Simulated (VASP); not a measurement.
# AgBr (Fm-3m) in VASP: further runs, part 3 of 5

VASP 6.6.1. The steps go on from the part before.

### Step 4. Electric field gradients, LDA (volume scaled by 0.96)

INCAR

```
ALGO = Normal
EDIFF = 1E-8
ENCUT = 400
GGA_COMPAT = False
ISIF = 2
ISMEAR = -1
LASPH = True
LCHARG = False
LEFG = True
LREAL = False
LWAVE = False
NBANDS = 16
NELM = 120
PREC = Accurate
SIGMA = 0.03
```

KPOINTS

```
k-points
0
Gamma
  7 7 7
```

POSCAR

```
AgBr
1.0
    0.0000000000      2.8470445428      2.8470445428
    2.8470445428      0.0000000000      2.8470445428
    2.8470445428      2.8470445428      0.0000000000
Ag Br
1 1
Direct
    0.5000000000      0.5000000000      0.5000000000
    0.0000000000      0.0000000000      0.0000000000
```

Potentials or basis: VASP PAW LDA potentials, release 64 (Ag, Br).

Run with:

```sh
> cat potpaw_LDA.64/Ag/POTCAR potpaw_LDA.64/Br/POTCAR > POTCAR
> mpirun -np 1 vasp_std > vasp.out
```

OUTCAR:

```text
EDIFF = 1E-8
   ENCUT = 400
   ISIF = 2
   ISMEAR = -1
   LASPH = True
   LREAL = False
   NELM = 120
   PREC = Accurate

 ion  position               nearest neighbor table
   1  0.500  0.500  0.500-   2 2.85   2 2.85   2 2.85   2 2.85   2 2.85   2 2.85
   2  0.000  0.000  0.000-   1 2.85   1 2.85   1 2.85   1 2.85   1 2.85   1 2.85

  LATTYP: Found a face centered cubic cell.
 ALAT       =     5.6940890856

  Lattice vectors:

 A1 = (   0.0000000000,   2.8470445428,   2.8470445428)
 A2 = (   2.8470445428,   0.0000000000,   2.8470445428)
 A3 = (   2.8470445428,   2.8470445428,   0.0000000000)

Analysis of symmetry for initial positions (statically):
=====================================================================
 Subroutine PRICEL returns:
 Original cell was already a primitive cell.

 Routine SETGRP: Setting up the symmetry group for a
 face centered cubic supercell.

 Subroutine GETGRP returns: Found 48 space group operations
 (whereof 48 operations were pure point group operations)
[... 562 lines left out ...]
     2.847044543  0.000000000  2.847044543     0.175620716 -0.175620716  0.175620716
     2.847044543  2.847044543  0.000000000     0.175620716  0.175620716 -0.175620716

 POSITION                                       TOTAL-FORCE (eV/Angst)
 -----------------------------------------------------------------------------------
      2.84704      2.84704      2.84704         0.000000      0.000000     -0.000000
      0.00000      0.00000      0.00000        -0.000000     -0.000000      0.000000
 -----------------------------------------------------------------------------------
    total drift:                                0.000000      0.000000      0.000000

  FREE ENERGIE OF THE ION-ELECTRON SYSTEM (eV)
  ---------------------------------------------------
  free  energy   TOTEN  =        -6.3851921238 eV

  energy  without entropy=       -6.3851866786  energy(sigma->0) =       -6.38518940

 Electric field gradients (V/A^2)
---------------------------------------------------------------------
 ion       V_xx      V_yy      V_zz      V_xy      V_xz      V_yz
---------------------------------------------------------------------
   1      -0.000    -0.000     0.000    -0.002    -0.002    -0.002
   2      -0.000    -0.000    -0.000     0.000     0.000     0.000
---------------------------------------------------------------------

 Electric field gradients after diagonalization (V/A^2)
 (convention: |V_zz| > |V_xx| > |V_yy|)
----------------------------------------------------------------------
 ion       V_xx      V_yy      V_zz     asymmetry (V_yy - V_xx)/ V_zz
----------------------------------------------------------------------
   1       0.002     0.002    -0.003       0.000
   2      -0.000    -0.000     0.000       0.000
----------------------------------------------------------------------

           NMR quadrupolar parameters

 Cq : quadrupolar parameter    Cq=e*Q*V_zz/h
 eta: asymmetry parameters     (V_yy - V_xx)/ V_zz
 Q  : nuclear electric quadrupole moment in mb (millibarn)
----------------------------------------------------------------------
 ion       Cq(MHz)       eta       Q (mb)
----------------------------------------------------------------------
   1      -0.000       0.000       1.000
   2       0.000       0.000       1.000
----------------------------------------------------------------------
```

OSZICAR:

```text
N       E                     dE             d eps       ncg     rms          rms(c)
DAV:   1     0.734979416826E+02    0.73498E+02   -0.72345E+03   640   0.816E+02
DAV:   2    -0.441860243053E+01   -0.77917E+02   -0.71970E+02   776   0.187E+02
DAV:   3    -0.649128586947E+01   -0.20727E+01   -0.20681E+01   824   0.314E+01
DAV:   4    -0.649870868735E+01   -0.74228E-02   -0.74225E-02   776   0.217E+00
DAV:   5    -0.649877212636E+01   -0.63439E-04   -0.63439E-04   816   0.195E-01    0.661E+00
DAV:   6    -0.639272919150E+01    0.10604E+00   -0.20548E-01   792   0.635E+00    0.444E+00
DAV:   7    -0.638661522276E+01    0.61140E-02   -0.35733E-02   752   0.131E+00    0.166E+00
DAV:   8    -0.638528679552E+01    0.13284E-02   -0.24245E-03   752   0.471E-01    0.238E-01
DAV:   9    -0.638519041239E+01    0.96383E-04   -0.29128E-04   816   0.184E-01    0.455E-02
DAV:  10    -0.638519092984E+01   -0.51745E-06   -0.10198E-05   776   0.470E-02    0.154E-02
DAV:  11    -0.638519229315E+01   -0.13633E-05   -0.32465E-06   776   0.130E-02    0.494E-03
DAV:  12    -0.638519212510E+01    0.16805E-06   -0.22832E-07   744   0.443E-03    0.204E-03
DAV:  13    -0.638519212385E+01    0.12581E-08   -0.79438E-08   760   0.178E-03
   1 F= -.63851921E+01 E0= -.63851894E+01  d E =-.544523E-05
```

Run time: 8.1 s. Hardware: 1 thread of AMD EPYC 9R45 (Zen 5), shared host; peak memory 0.11 GiB.

Results:

| Item | Value |
| --- | --- |
| Free energy | -6.3852 eV |
| Pressure | -3.3 GPa |
| Band gap on the k mesh | 0.49 eV, indirect (least direct gap 2.43 eV) |

Caveat: without QUAD_EFG the Cq values of the log hold for a quadrupole moment of 1 mb, not for the nuclei.

### Step 5. Electric field gradients, LDA (volume scaled by 0.98)

INCAR

```
SYSTEM = AgBr
ALGO = Normal
EDIFF = 1E-8
ENCUT = 400
GGA = CA
GGA_COMPAT = .False.
ISIF = 2
ISMEAR = -1
LASPH = .True.
LCHARG = .False.
LEFG = .True.
LREAL = .False.
LWAVE = .False.
NBANDS = 16
NELM = 120
PREC = Accurate
SIGMA = 0.03
```

KPOINTS

```
k-points
0
Gamma
  7 7 7
  0 0 0
```

POSCAR

```
AgBr
1.0
    0.0000000000      2.8666799533      2.8666799533
    2.8666799533      0.0000000000      2.8666799533
    2.8666799533      2.8666799533      0.0000000000
Ag Br
1 1
Direct
    0.5000000000      0.5000000000      0.5000000000
    0.0000000000      0.0000000000      0.0000000000
```

Potentials or basis: VASP PAW LDA potentials, release 64 (Ag, Br).

Run with:

```sh
> cat potpaw_LDA.64/Ag/POTCAR potpaw_LDA.64/Br/POTCAR > POTCAR
> mpirun -np 1 vasp_std > vasp.out
```

OUTCAR:

```text
SYSTEM = AgBr
   EDIFF = 1E-8
   ENCUT = 400
   GGA = CA
   ISIF = 2
   ISMEAR = -1
   LASPH = .True.
   LREAL = .False.
   NELM = 120
   PREC = Accurate

 ion  position               nearest neighbor table
   1  0.500  0.500  0.500-   2 2.87   2 2.87   2 2.87   2 2.87   2 2.87   2 2.87
   2  0.000  0.000  0.000-   1 2.87   1 2.87   1 2.87   1 2.87   1 2.87   1 2.87

  LATTYP: Found a face centered cubic cell.
 ALAT       =     5.7333599066

  Lattice vectors:

 A1 = (   0.0000000000,   2.8666799533,   2.8666799533)
 A2 = (   2.8666799533,   0.0000000000,   2.8666799533)
 A3 = (   2.8666799533,   2.8666799533,   0.0000000000)

Analysis of symmetry for initial positions (statically):
=====================================================================
 Subroutine PRICEL returns:
 Original cell was already a primitive cell.

 Routine SETGRP: Setting up the symmetry group for a
 face centered cubic supercell.

 Subroutine GETGRP returns: Found 48 space group operations
 (whereof 48 operations were pure point group operations)
 out of a pool of 48 trial point group operations.

The static configuration has the point symmetry O_h .

Analysis of symmetry for dynamics (positions and initial velocities):
=====================================================================
 Subroutine PRICEL returns:
 Original cell was already a primitive cell.

 Routine SETGRP: Setting up the symmetry group for a
 face centered cubic supercell.

 Subroutine GETGRP returns: Found 48 space group operations
 (whereof 48 operations were pure point group operations)
 out of a pool of 48 trial point group operations.

The dynamic configuration has the point symmetry O_h .

 Subroutine INISYM returns: Found 48 space group operations
 (whereof 48 operations are pure point group operations),
 and found     1 'primitive' translations

----------------------------------------------------------------------------------------

                                     Primitive cell

  volume of cell :      47.1159

  direct lattice vectors                    reciprocal lattice vectors
     0.000000000  2.866679953  2.866679953    -0.174417796  0.174417796  0.174417796
     2.866679953  0.000000000  2.866679953     0.174417796 -0.174417796  0.174417796
     2.866679953  2.866679953  0.000000000     0.174417796  0.174417796 -0.174417796

  length of vectors
     4.054097669  4.054097669  4.054097669     0.302100485  0.302100485  0.302100485

  position of ions in fractional coordinates (direct lattice)
     0.500000000  0.500000000  0.500000000
     0.000000000  0.000000000  0.000000000

  ion indices of the primitive-cell ions
   primitive index   ion index
                 1           1
                 2           2

----------------------------------------------------------------------------------------

 KPOINTS: k-points

Automatic generation of k-mesh.
 Grid dimensions read from file:
 generate k-points for:    7    7    7
[... 65 lines left out ...]
   ISIF   =      2    stress and relaxation
   ISYM   =      2    0-nonsym 1-usesym 2-fastsym
   POTIM  = 0.5000    time-step for ionic-motion
   TEBEG  =    0.0;   TEEND  =   0.0 temperature during run
   PSTRESS=    0.0 pullay stress
   NELECT =      18.0000    total number of electrons
   NUPDOWN=      -1.0000    fix difference up-down
   EMIN   =  10.00;   EMAX   =-10.00  energy-range for DOS
   EFERMI =   0.00;   METHOD = LEGACY
   ISMEAR =    -1;   SIGMA  =   0.03  broadening in eV -4-tet -1-fermi 0-gaus
   EFERMI_NEDOS =   21; number of points for ismear=-14 and -15
   IALGO  =     38    algorithm
   IMIX   =      4    mixing-type and parameters
     AMIX     =   0.40;   BMIX     =  1.00
     AMIX_MAG =   1.60;   BMIX_MAG =  1.00
  volume/ion in A,a.u.               =      23.56       158.98
  Fermi-wavevector in a.u.,A,eV,Ry     =   1.187891  2.244788 19.198966  1.411084
  Thomas-Fermi vector in A             =   2.324032
   LORBIT       =      0    0 simple, 1 ext, 2 COOP (PROOUT), +10 PAW based schemes
   GGA     = CA    functional components
   LHFCALC =     F    Hartree Fock is set to
   AEXX    =    0.0000 exact exchange contribution
   IVDW    =     0    specifies the selected vdW correction
   LEPSILON=     F    determine dielectric tensor
   LRPA    =     F    only Hartree local field effects (RPA)
 non-spin polarized calculation
  energy-cutoff  :      400.00
  volume of cell :       47.12
 maximum number of plane-waves:       881
   NGX = 13   NGY = 13   NGZ = 13

 number of electron      18.0000000 magnetization

 Free energy of the ion-electron system (eV)
  ---------------------------------------------------
  ext. energy  EPLUGINS =         0.00000000
  ---------------------------------------------------
  free energy    TOTEN  =        -6.36411425 eV

  energy without entropy =       -6.36410859  energy(sigma->0) =       -6.36411142

 E-fermi :   3.7574     XC(G=0): -10.2917

 val. band max:        3.4642760097   @ k =   0.4286   0.0000   0.0000
 cond. band min:       3.9477377873   @ k =   0.0000   0.0000   0.0000
 fundamental gap:      0.4834617777
 Fermi energy:         3.7574444613

 k-point     1 :       0.0000    0.0000    0.0000
  band No.  band energies     occupation
      1     -11.5809      2.00000
      2       0.6565      2.00000
      3       0.6565      2.00000
      4       0.6575      2.00000
      5       0.6575      2.00000
      6       0.6575      2.00000
[... 357 lines left out ...]
      3      -0.5711      2.00000
      4      -0.4507      2.00000
      5       0.9392      2.00000
      6       1.0370      2.00000
[... 8 lines left out ...]
     15      16.1902      0.00000
     16      18.7558      0.00000

------------------------ aborting loop because EDIFF is reached ----------------------------------------

  FORCE on cell =-STRESS in cart. coord.  units (eV):
  Direction    XX          YY          ZZ          XY          YZ          ZX
  --------------------------------------------------------------------------------------
  -------------------------------------------------------------------------------------
  Total       -1.2333037     -1.2333037     -1.2333037      0.0000000      0.0000000      0.0000000
  in kB      -41.9385109    -41.9385109    -41.9385109      0.0000000      0.0000000      0.0000000
  external PRESSURE =     -41.9385109 kB  Pullay stress =       0.0000000 kB

 VOLUME and BASIS-vectors are now :
 -----------------------------------------------------------------------------
  energy-cutoff  :      400.00
  volume of cell :       47.12
      direct lattice vectors                 reciprocal lattice vectors
     0.000000000  2.866679953  2.866679953    -0.174417796  0.174417796  0.174417796
     2.866679953  0.000000000  2.866679953     0.174417796 -0.174417796  0.174417796
     2.866679953  2.866679953  0.000000000     0.174417796  0.174417796 -0.174417796

 POSITION                                       TOTAL-FORCE (eV/Angst)
 -----------------------------------------------------------------------------------
      2.86668      2.86668      2.86668         0.000000      0.000000      0.000000
      0.00000      0.00000      0.00000        -0.000000     -0.000000     -0.000000
 -----------------------------------------------------------------------------------
    total drift:                                0.000000      0.000000      0.000000

  FREE ENERGIE OF THE ION-ELECTRON SYSTEM (eV)
  ---------------------------------------------------
  free  energy   TOTEN  =        -6.3641142455 eV

  energy  without entropy=       -6.3641085886  energy(sigma->0) =       -6.36411142

 Electric field gradients (V/A^2)
---------------------------------------------------------------------
 ion       V_xx      V_yy      V_zz      V_xy      V_xz      V_yz
---------------------------------------------------------------------
   1      -0.000    -0.000     0.000    -0.002    -0.002    -0.002
   2       0.000    -0.000     0.000     0.000     0.000     0.000
---------------------------------------------------------------------

 Electric field gradients after diagonalization (V/A^2)
 (convention: |V_zz| > |V_xx| > |V_yy|)
----------------------------------------------------------------------
 ion       V_xx      V_yy      V_zz     asymmetry (V_yy - V_xx)/ V_zz
----------------------------------------------------------------------
   1       0.002     0.002    -0.003       0.000
   2      -0.000    -0.000     0.000       0.000
----------------------------------------------------------------------

           NMR quadrupolar parameters

 Cq : quadrupolar parameter    Cq=e*Q*V_zz/h
 eta: asymmetry parameters     (V_yy - V_xx)/ V_zz
 Q  : nuclear electric quadrupole moment in mb (millibarn)
----------------------------------------------------------------------
 ion       Cq(MHz)       eta       Q (mb)
----------------------------------------------------------------------
   1      -0.000       0.000       1.000
   2       0.000       0.000       1.000
----------------------------------------------------------------------
```

stdout:

```text
POSCAR found type information on POSCAR AgBr
 POSCAR found :  2 types and       2 ions
 scaLAPACK will be used
 LDA part: xc-table for (Slater(with rela. corr.)+CA(PZ))
 , standard interpolation
 POSCAR, INCAR and KPOINTS ok, starting setup
 FFT: planning ... GRIDC
 FFT: planning ... GRID_SOFT
 FFT: planning ... GRID
 WAVECAR not read
 entering main loop
ion   1

ion   2
```

Run time: 8 s. Hardware: 1 thread of AMD EPYC 9R45 (Zen 5), shared host; peak memory 0.11 GiB.

Results:

```
Free energy            : -6.3641 eV
Pressure               : -4.2 GPa
Band gap on the k mesh : 0.48 eV, indirect (least direct gap 2.35 eV)
```

Caveat: without QUAD_EFG the Cq values of the log hold for a quadrupole moment of 1 mb, not for the nuclei. A k mesh can miss the band edges.

(Continued in part 4 of 5.)
